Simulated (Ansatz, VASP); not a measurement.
**One calculation of ZnS, two programs**

INCAR

```
SYSTEM = ZnS
PREC = Accurate
ENCUT = 520
EDIFF = 1E-8
ISMEAR = -1
SIGMA = 0.02
LREAL = Auto
LASPH = .TRUE.
NELM = 100
ALGO = Normal
ISIF = 2
LWAVE = .FALSE.
LCHARG = .FALSE.
GGA = PS
LEFG = .TRUE.
NBANDS = 86
```

KPOINTS

```
regular mesh
0
G
  10 10 2
  0 0 0
```

The input POSCAR:

```
ZnS
1.0
    3.8063306180      0.0000000000      0.0000000000
   -1.9031653090      3.2963790104      0.0000000000
    0.0000000000      0.0000000000     24.9109767200
Zn S
8 8
Direct
    0.3333333333      0.6666666667      0.1248427000
    0.0000000000      0.0000000000      0.0002512000
    0.6666666667      0.3333333333      0.6248088900
    0.6666666667      0.3333333333      0.8752558000
    0.0000000000      0.0000000000      0.7500102400
    0.3333333333      0.6666666667      0.3752744800
    0.0000000000      0.0000000000      0.4999590700
    0.6666666667      0.3333333333      0.2499696000
    0.6666666667      0.3333333333      0.3438889100
    0.6666666667      0.3333333333      0.9690531000
    0.3333333333      0.6666666667      0.2184879700
    0.0000000000      0.0000000000      0.5935355200
    0.0000000000      0.0000000000      0.0937900900
    0.0000000000      0.0000000000      0.8437991100
    0.3333333333      0.6666666667      0.4688775700
    0.6666666667      0.3333333333      0.7185927400
```

Input for Ansatz:

```yaml
crystal:
  lattice:
    - [3.806330618, 0.0, 0.0]
    - [-1.903165309, 3.2963790104, 0.0]
    - [0.0, 0.0, 24.91097672]
  atoms:
    - { symbol: Zn, position: [0.3333333333, 0.6666666667, 0.1248427] }
    - { symbol: Zn, position: [0.0, 0.0, 0.0002512] }
    - { symbol: Zn, position: [0.6666666667, 0.3333333333, 0.62480889] }
    - { symbol: Zn, position: [0.6666666667, 0.3333333333, 0.8752558] }
    - { symbol: Zn, position: [0.0, 0.0, 0.75001024] }
    - { symbol: Zn, position: [0.3333333333, 0.6666666667, 0.37527448] }
    - { symbol: Zn, position: [0.0, 0.0, 0.49995907] }
    - { symbol: Zn, position: [0.6666666667, 0.3333333333, 0.2499696] }
    - { symbol: S, position: [0.6666666667, 0.3333333333, 0.34388891] }
    - { symbol: S, position: [0.6666666667, 0.3333333333, 0.9690531] }
    - { symbol: S, position: [0.3333333333, 0.6666666667, 0.21848797] }
    - { symbol: S, position: [0.0, 0.0, 0.59353552] }
    - { symbol: S, position: [0.0, 0.0, 0.09379009] }
    - { symbol: S, position: [0.0, 0.0, 0.84379911] }
    - { symbol: S, position: [0.3333333333, 0.6666666667, 0.46887757] }
    - { symbol: S, position: [0.6666666667, 0.3333333333, 0.71859274] }
kpoints:
  mp_grid: { grid: [10, 10, 2] }
scf:
  occupations: { method: fermi_dirac, width: 0.02 }
hamiltonian:
  xc: pbesol
  pseudopotentials: { kind: paw }
output:
  forces: true
  stress: true
  populations: true
  efg:
    quadrupole_moments_barn: { Zn: 0.122, S: -0.0694 }
    contact_densities: true
```

Alike in both runs: task electric field gradients; functional PBEsol; k mesh 10 × 10 × 2; occupations fermi-dirac, width 0.02 eV; no spin polarisation.

|  | VASP | Ansatz |
| --- | --- | --- |
| version | VASP 6.6.1 | Ansatz 0.2.0 |
| potentials or method | VASP PAW PBE potentials, release 64 (Zn, S) | plane-wave PAW, scalar-relativistic |
| plane-wave cutoff (eV) | 520 | 420 |
| valence electrons in the cell | 144 | 144 |

|  | VASP | Ansatz | Ansatz less VASP |
| --- | --- | --- | --- |
| gap on the k mesh at the Fermi level (eV) | 2.05 | 2.05 | -0.006 |
| pressure (GPa) | -1.1 | -1.2 | -0.18 |
| rms of the force components (eV/Å) | 0.006 | 0.006 | -0.0003 |
| size of Vzz on the site where it differs most (V/Å²) | 0.0 | 0.2 | +0.13 |

VASP's potentials were made for PBE, not for PBEsol. Atom by atom the forces differ by 0.001 eV/Å (rms over components).
